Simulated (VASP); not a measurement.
# Ni2Ge (P6_3/mmc) in VASP: a series of runs

Ni2Ge is run at these levels: r2SCAN; tasks: single point.

Everything below comes from runs of VASP 6.6.1. Logs are shortened: lines on timing, memory, paths and dates and some standing lists are left out, and cuts for length are marked.

## 1. The cell of the first run

It takes space group P6_3/mmc (No. 194, hexagonal). Conventional cell: a = 3.819 Å, b = 3.819 Å, c = 5.440 Å, α = 90.00°, β = 90.00°, γ = 120.00°. Within 2.9 Å of Ni (site symmetry -6m2) lie 5 Ge at 2.20 to 2.72 Å and 6 Ni at 2.59 Å. Within 3.4 Å of Ni (site symmetry -3m) lie 8 Ni at 2.59 to 2.72 Å and 6 Ge at 2.59 Å. Ge (site symmetry -6m2) has 11 Ni at 2.20 to 2.72 Å within 2.9 Å.

## 2. Single point, r2SCAN (strain -0.040 along x and y, +0.080 along z)

POSCAR reads:

```
Ni2Ge
1.0
    3.8190149049      0.0000000000      0.0000000000
   -1.9095074525      3.3073639251      0.0000000000
    0.0000000000      0.0000000000      5.4403655687
Ni Ge
4 2
Direct
    0.6666666667      0.3333333333      0.2500000000
    0.3333333333      0.6666666667      0.7500000000
    0.0000000000      0.0000000000      0.0000000000
    0.0000000000      0.0000000000      0.5000000000
    0.6666666667      0.3333333333      0.7500000000
    0.3333333333      0.6666666667      0.2500000000
```

INCAR.step1 reads:

```
PREC = Accurate ; ENCUT = 520
ISMEAR = 0 ; SIGMA = 0.15
LREAL = F ; LASPH = T
NELM = 100 ; NBANDS = 43
GGA = PE ; ALGO = Normal
EDIFF = 1E-4 ; LWAVE = T
LCHARG = F
```

INCAR.step2 reads:

```
PREC = Accurate ; ENCUT = 520
EDIFF = 1E-7 ; ISMEAR = 0
SIGMA = 0.15 ; LREAL = F
LASPH = T ; NELM = 100
ALGO = Normal ; ISIF = 2
LWAVE = F ; LCHARG = T
METAGGA = R2SCAN ; LMIXTAU = T
LELF = T ; LVHAR = T
NBANDS = 43 ; ISTART = 1
```

KPOINTS reads:

```
Automatic mesh
0
Gamma
  12 12 10
```

Potentials or basis: VASP PAW PBE potentials, release 64 (Ni, Ge_d).

The run is started by

```console
> cat potpaw_PBE.64/Ni/POTCAR potpaw_PBE.64/Ge_d/POTCAR > POTCAR
> cp INCAR.step1 INCAR
> mpirun -np 1 vasp_std > vasp.out
> cp INCAR.step2 INCAR
> mpirun -np 1 vasp_std > vasp.out
```

OUTCAR:

```text
PREC = Accurate
   ENCUT = 520
   EDIFF = 1E-7
   ISMEAR = 0
   LREAL = F
   LASPH = T
   NELM = 100
   ISIF = 2
   METAGGA = R2SCAN
   ISTART = 1

 ion  position               nearest neighbor table
   1  0.667  0.333  0.250-   6 2.20   6 2.20   6 2.20   3 2.59   4 2.59   3 2.59   4 2.59   3 2.59
                             4 2.59   5 2.72   5 2.72
   2  0.333  0.667  0.750-   5 2.20   5 2.20   5 2.20   3 2.59   4 2.59   4 2.59   3 2.59   4 2.59
                             3 2.59   6 2.72   6 2.72
   3  0.000  0.000  0.000-   1 2.59   2 2.59   5 2.59   6 2.59   1 2.59   5 2.59   2 2.59   6 2.59
                             1 2.59   5 2.59   2 2.59   6 2.59   4 2.72   4 2.72
   4  0.000  0.000  0.500-   1 2.59   2 2.59   5 2.59   6 2.59   1 2.59   5 2.59   2 2.59   6 2.59
                             1 2.59   5 2.59   2 2.59   6 2.59   3 2.72   3 2.72
   5  0.667  0.333  0.750-   2 2.20   2 2.20   2 2.20   4 2.59   3 2.59   3 2.59   4 2.59   3 2.59
                             4 2.59   1 2.72   1 2.72
   6  0.333  0.667  0.250-   1 2.20   1 2.20   1 2.20   4 2.59   3 2.59   4 2.59   3 2.59   4 2.59
                             3 2.59   2 2.72   2 2.72

  LATTYP: Found a hexagonal cell.
 ALAT       =     3.8190149049
 C/A-ratio  =     1.4245468280

  Lattice vectors:

 A1 = (   3.8190149049,   0.0000000000,   0.0000000000)
 A2 = (  -1.9095074525,   3.3073639251,   0.0000000000)
 A3 = (   0.0000000000,   0.0000000000,   5.4403655687)

Analysis of symmetry for initial positions (statically):
=====================================================================
 Subroutine PRICEL returns:
 Original cell was already a primitive cell.

 Routine SETGRP: Setting up the symmetry group for a
 hexagonal supercell.

 Subroutine GETGRP returns: Found 24 space group operations
 (whereof 12 operations were pure point group operations)
 out of a pool of 24 trial point group operations.

The static configuration has the point symmetry D_3d.
 The point group associated with its full space group is D_6h.

Analysis of symmetry for dynamics (positions and initial velocities):
=====================================================================
 Subroutine PRICEL returns:
 Original cell was already a primitive cell.

 Routine SETGRP: Setting up the symmetry group for a
 hexagonal supercell.

 Subroutine GETGRP returns: Found 24 space group operations
 (whereof 12 operations were pure point group operations)
 out of a pool of 24 trial point group operations.

The dynamic configuration has the point symmetry D_3d.
 The point group associated with its full space group is D_6h.

 Subroutine INISYM returns: Found 24 space group operations
[... 111 lines left out ...]
   ISIF   =      2    stress and relaxation
   ISYM   =      2    0-nonsym 1-usesym 2-fastsym
   POTIM  = 0.5000    time-step for ionic-motion
   TEBEG  =    0.0;   TEEND  =   0.0 temperature during run
   PSTRESS=    0.0 pullay stress
   NELECT =      68.0000    total number of electrons
   NUPDOWN=      -1.0000    fix difference up-down
   EMIN   =  10.00;   EMAX   =-10.00  energy-range for DOS
   EFERMI =   0.00;   METHOD = LEGACY
   ISMEAR =     0;   SIGMA  =   0.15  broadening in eV -4-tet -1-fermi 0-gaus
   EFERMI_NEDOS =   21; number of points for ismear=-14 and -15
   IALGO  =     38    algorithm
   IMIX   =      4    mixing-type and parameters
     AMIX     =   0.40;   BMIX     =  1.00
     AMIX_MAG =   1.60;   BMIX_MAG =  1.00
  volume/ion in A,a.u.               =      11.45        77.29
  Fermi-wavevector in a.u.,A,eV,Ry     =   1.631388  3.082877 36.210921  2.661428
  Thomas-Fermi vector in A             =   2.723532
   LORBIT       =      0    0 simple, 1 ext, 2 COOP (PROOUT), +10 PAW based schemes
   METAGGA = R2SCAN    functional components
   LHFCALC =     F    Hartree Fock is set to
   AEXX    =    0.0000 exact exchange contribution
   IVDW    =     0    specifies the selected vdW correction
   LEPSILON=     F    determine dielectric tensor
   LRPA    =     F    only Hartree local field effects (RPA)
 non-spin polarized calculation
 Gauss-broadening in eV      SIGMA  =   0.15
  energy-cutoff  :      520.00
  volume of cell :       68.72
 maximum number of plane-waves:      1876
   NGX = 15   NGY = 15   NGZ = 21

 number of electron      68.0000015 magnetization

 Free energy of the ion-electron system (eV)
  ---------------------------------------------------
  ext. energy  EPLUGINS =         0.00000000
  ---------------------------------------------------
  free energy    TOTEN  =       -76.62446951 eV

  energy without entropy =      -76.58861487  energy(sigma->0) =      -76.60654219

 E-fermi :  10.1693     XC(G=0): -14.5657

 val. band max:       10.1644651004   @ k =   0.2500   0.2500   0.2000
 cond. band min:      10.1720421405   @ k =   0.2500   0.0833   0.3000
 fundamental gap:      0.0075770401
 Fermi energy:        10.1692674074

 k-point     1 :       0.0000    0.0000    0.0000
  band No.  band energies     occupation
      1     -15.3256      2.00000
      2     -15.3226      2.00000
      3     -15.2960      2.00000
      4     -15.2959      2.00000
      5     -15.2698      2.00000
      6     -15.2698      2.00000
[... 1093 lines left out ...]
     42      18.0003      0.00000
     43      19.8713      0.00000

 [... further k-points ...]

------------------------ aborting loop because EDIFF is reached ----------------------------------------

  FORCE on cell =-STRESS in cart. coord.  units (eV):
  Direction    XX          YY          ZZ          XY          YZ          ZX
  --------------------------------------------------------------------------------------
  -------------------------------------------------------------------------------------
  Total        6.2886958      6.2886958     -3.6491187     -0.0000000     -0.0000000      0.0000000
  in kB      146.6255820    146.6255820    -85.0818944     -0.0000000     -0.0000000      0.0000000
  external PRESSURE =      69.3897565 kB  Pullay stress =       0.0000000 kB

 VOLUME and BASIS-vectors are now :
 -----------------------------------------------------------------------------
  energy-cutoff  :      520.00
  volume of cell :       68.72
      direct lattice vectors                 reciprocal lattice vectors
     3.819014905  0.000000000  0.000000000     0.261847630  0.151177799  0.000000000
    -1.909507452  3.307363925  0.000000000     0.000000000  0.302355599  0.000000000
     0.000000000  0.000000000  5.440365569     0.000000000  0.000000000  0.183811177

 POSITION                                       TOTAL-FORCE (eV/Angst)
 -----------------------------------------------------------------------------------
      1.90951      1.10245      1.36009         0.000000      0.000000      0.000000
     -0.00000      2.20491      4.08027        -0.000000     -0.000000      0.000000
      0.00000      0.00000      0.00000         0.000000      0.000000     -0.000000
      0.00000      0.00000      2.72018         0.000000      0.000000     -0.000000
      1.90951      1.10245      4.08027         0.000000      0.000000     -0.000000
     -0.00000      2.20491      1.36009        -0.000000      0.000000     -0.000000
 -----------------------------------------------------------------------------------
    total drift:                               -0.000000      0.000000      0.000000

  FREE ENERGIE OF THE ION-ELECTRON SYSTEM (eV)
  ---------------------------------------------------
  free  energy   TOTEN  =       -76.6244695101 eV

  energy  without entropy=      -76.5886148666  energy(sigma->0) =      -76.60654219
```

OUTCAR.step1:

```text
PREC = Accurate
   ENCUT = 520
   ISMEAR = 0
   LREAL = F
[... 1349 lines left out ...]
      0.00000      0.00000      0.00000         0.000000      0.000000     -0.000000
      0.00000      0.00000      2.72018         0.000000      0.000000     -0.000000
      1.90951      1.10245      4.08027         0.000000      0.000000     -0.000000
     -0.00000      2.20491      1.36009         0.000000      0.000000     -0.000000
 -----------------------------------------------------------------------------------
    total drift:                               -0.000000      0.000000      0.000000

  FREE ENERGIE OF THE ION-ELECTRON SYSTEM (eV)
  ---------------------------------------------------
  free  energy   TOTEN  =       -32.0603175483 eV

  energy  without entropy=      -32.0217146001  energy(sigma->0) =      -32.04101607
```

It took 12 min on 1 thread of AMD EPYC 9R45 (Zen 5), shared host; peak memory 0.35 GiB.

What came out:

```
Free energy            : -76.6245 eV
Pressure               : 6.9 GPa
Band gap on the k mesh : zero (bands 34 and 35 overlap by 4.14 eV)
```

Caveat: the cell differs from its parent crystal (strain -0.040 along x and y, +0.080 along z); the cell stands under pressure; the PAW data sets were made with another functional, which shifts forces and pressure a little.

## 3. Single point, r2SCAN (strain +0.080 along x and y, +0.000 along z)

POSCAR, as its differences from that of step 2:

```diff
@@ -2,5 +2,5 @@
 1.0
-    3.8190149049      0.0000000000      0.0000000000
-   -1.9095074525      3.3073639251      0.0000000000
-    0.0000000000      0.0000000000      5.4403655687
+    4.2963917681      0.0000000000      0.0000000000
+   -2.1481958840      3.7207844157      0.0000000000
+    0.0000000000      0.0000000000      5.0373755266
 Ni Ge
```

INCAR.step1 reads:

```
SYSTEM = Ni2Ge
PREC     = Accurate       ! precision mode
ENCUT    = 520            ! plane-wave cutoff, eV
ISMEAR   = 0              ! smearing method
SIGMA    = 0.15           ! smearing width, eV
LREAL    = .FALSE.        ! projectors in reciprocal space
LASPH    = .TRUE.         ! aspherical terms in the spheres
NELM     = 60             ! most SCF steps
NBANDS   = 43             ! bands
GGA      = PE             ! functional
ALGO     = Normal         ! electronic algorithm
EDIFF    = 1E-4           ! SCF threshold, eV
LWAVE    = .TRUE.         ! write WAVECAR
LCHARG   = .FALSE.        ! write CHGCAR
```

INCAR.step2 reads:

```
SYSTEM = Ni2Ge
PREC     = Accurate       ! precision mode
ENCUT    = 520            ! plane-wave cutoff, eV
EDIFF    = 1E-7           ! SCF threshold, eV
ISMEAR   = 0              ! smearing method
SIGMA    = 0.15           ! smearing width, eV
LREAL    = .FALSE.        ! projectors in reciprocal space
LASPH    = .TRUE.         ! aspherical terms in the spheres
NELM     = 60             ! most SCF steps
ALGO     = Normal         ! electronic algorithm
ISIF     = 2              ! what is computed and relaxed
LWAVE    = .FALSE.        ! write WAVECAR
LCHARG   = .FALSE.        ! write CHGCAR
METAGGA  = R2SCAN         ! meta-GGA
LMIXTAU  = .TRUE.       
NBANDS   = 43             ! bands
ISTART   = 1
```

KPOINTS reads:

```
Automatic mesh
0
G
  12 12 10
  0 0 0
```

Potentials or basis: VASP PAW PBE potentials, release 64 (Ni, Ge_d).

The run is started by

```console
> cat potpaw_PBE.64/Ni/POTCAR potpaw_PBE.64/Ge_d/POTCAR > POTCAR
> cp INCAR.step1 INCAR
> mpirun -np 1 vasp_std > vasp.out
> cp INCAR.step2 INCAR
> mpirun -np 1 vasp_std > vasp.out
```

OUTCAR:

```text
SYSTEM = Ni2Ge
   PREC = Accurate
   ENCUT = 520
   EDIFF = 1E-7
   ISMEAR = 0
   LREAL = .FALSE.
   LASPH = .TRUE.
   NELM = 60
   ISIF = 2
   METAGGA = R2SCAN
   ISTART = 1

 ion  position               nearest neighbor table
   1  0.667  0.333  0.250-   6 2.48   6 2.48   6 2.48   5 2.52   5 2.52   3 2.78   4 2.78   3 2.78
                             4 2.78   3 2.78   4 2.78
   2  0.333  0.667  0.750-   5 2.48   5 2.48   5 2.48   6 2.52   6 2.52   3 2.78   4 2.78   4 2.78
                             3 2.78   4 2.78   3 2.78
   3  0.000  0.000  0.000-   4 2.52   4 2.52   1 2.78   5 2.78   6 2.78   2 2.78   2 2.78   6 2.78
                             1 2.78   5 2.78   1 2.78   5 2.78   2 2.78   6 2.78
   4  0.000  0.000  0.500-   3 2.52   3 2.52   1 2.78   5 2.78   6 2.78   2 2.78   2 2.78   6 2.78
                             1 2.78   5 2.78   1 2.78   5 2.78   2 2.78   6 2.78
   5  0.667  0.333  0.750-   2 2.48   2 2.48   2 2.48   1 2.52   1 2.52   3 2.78   4 2.78   3 2.78
                             4 2.78   3 2.78   4 2.78
   6  0.333  0.667  0.250-   1 2.48   1 2.48   1 2.48   2 2.52   2 2.52   3 2.78   4 2.78   4 2.78
                             3 2.78   4 2.78   3 2.78

  LATTYP: Found a hexagonal cell.
 ALAT       =     4.2963917681
 C/A-ratio  =     1.1724665251
[... 198 lines left out ...]

 k-point     1 :       0.0000    0.0000    0.0000
  band No.  band energies     occupation
      1     -17.3872      2.00000
      2     -17.3781      2.00000
      3     -17.3581      2.00000
      4     -17.3581      2.00000
      5     -17.3355      2.00000
      6     -17.3355      2.00000
[... 1093 lines left out ...]
     42      15.2489      0.00000
     43      15.5918      0.00000

 [... further k-points ...]

------------------------ aborting loop because EDIFF is reached ----------------------------------------

  FORCE on cell =-STRESS in cart. coord.  units (eV):
  Direction    XX          YY          ZZ          XY          YZ          ZX
  --------------------------------------------------------------------------------------
  -------------------------------------------------------------------------------------
  Total      -12.6934264    -12.6934264     -5.8435200     -0.0000000      0.0000000      0.0000000
  in kB     -252.5496328   -252.5496328   -116.2632356     -0.0000000      0.0000000      0.0000000
  external PRESSURE =    -207.1208337 kB  Pullay stress =       0.0000000 kB

 VOLUME and BASIS-vectors are now :
 -----------------------------------------------------------------------------
  energy-cutoff  :      520.00
  volume of cell :       80.53
      direct lattice vectors                 reciprocal lattice vectors
     4.296391768  0.000000000  0.000000000     0.232753448  0.134380266  0.000000000
    -2.148195884  3.720784416  0.000000000     0.000000000  0.268760532  0.000000000
     0.000000000  0.000000000  5.037375527     0.000000000  0.000000000  0.198516071

 POSITION                                       TOTAL-FORCE (eV/Angst)
 -----------------------------------------------------------------------------------
      2.14820      1.24026      1.25934        -0.000000      0.000000      0.000000
     -0.00000      2.48052      3.77803         0.000000     -0.000000      0.000000
      0.00000      0.00000      0.00000        -0.000000      0.000000      0.000000
      0.00000      0.00000      2.51869        -0.000000      0.000000      0.000000
      2.14820      1.24026      3.77803        -0.000000      0.000000      0.000000
     -0.00000      2.48052      1.25934        -0.000000     -0.000000      0.000000
 -----------------------------------------------------------------------------------
    total drift:                                0.000000     -0.000000      0.000000

  FREE ENERGIE OF THE ION-ELECTRON SYSTEM (eV)
  ---------------------------------------------------
  free  energy   TOTEN  =       -75.9670614143 eV

  energy  without entropy=      -75.9191558173  energy(sigma->0) =      -75.94310862
```

It took 13 min on 1 thread of Intel Xeon 6975P-C (Granite Rapids), shared host; peak memory 0.43 GiB.

What came out:

* Free energy: -75.9671 eV
* Pressure: -20.7 GPa
* Band gap on the k mesh: zero (bands 34 and 35 overlap by 2.02 eV)

Caveat: the cell differs from its parent crystal (strain +0.080 along x and y, +0.000 along z); the cell stands under tension; the PAW data sets were made with another functional, which shifts forces and pressure a little. Spin polarisation is off, so any magnetic state and its effect on volume and gap are missing.
